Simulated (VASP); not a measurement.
Runs of VASP 6.6.1 on BW3. The structure is that of space group Pm-3m (No. 221), or close to it. The cells are those of the table. The cell was generated, and may not be a known phase.

| task | cell | k mesh | cutoff (eV) | gap on the mesh (eV) | pressure (GPa) | relaxed volume (Å³/atom) |
| --- | --- | --- | --- | --- | --- | --- |
| single point | a = 3.887 Å, 4 atoms | 4 × 4 × 4 | 520 | none | -11.9 | - |
| single point | a = 3.827 Å, 4 atoms | 12 × 12 × 12 | 520 | none | 0.7 | - |
| relaxation of cell and atoms | relaxed from a = 3.887 Å, 4 atoms | 4 × 4 × 4 | 600 | none | -0.1 | (b) |
| single point | a = 3.824 Å, 4 atoms | 4 × 4 × 4 | 520 | none | 0.8 | - |
| relaxation of cell and atoms | relaxed from a = 3.824 Å, 4 atoms | 12 × 12 × 12 | 600 | none | 0.0 | (a) |

Alike in all rows: level PBE; potentials or basis VASP PAW PBE potentials, release 64 (B, W_sv); no spin polarisation; smearing gaussian 0.1 eV.

Problem. Estimate the missing entries.

Solution. (a) 14.05; (b) 14.02.

Caveats: some runs use coarse meshes; spin-orbit coupling is left out, which moves the levels of the heavy elements.

A k mesh can miss the band edges, and the runs leave out spin-orbit coupling on W.

A gap of «none» marks levels without a gap at the run's occupations.
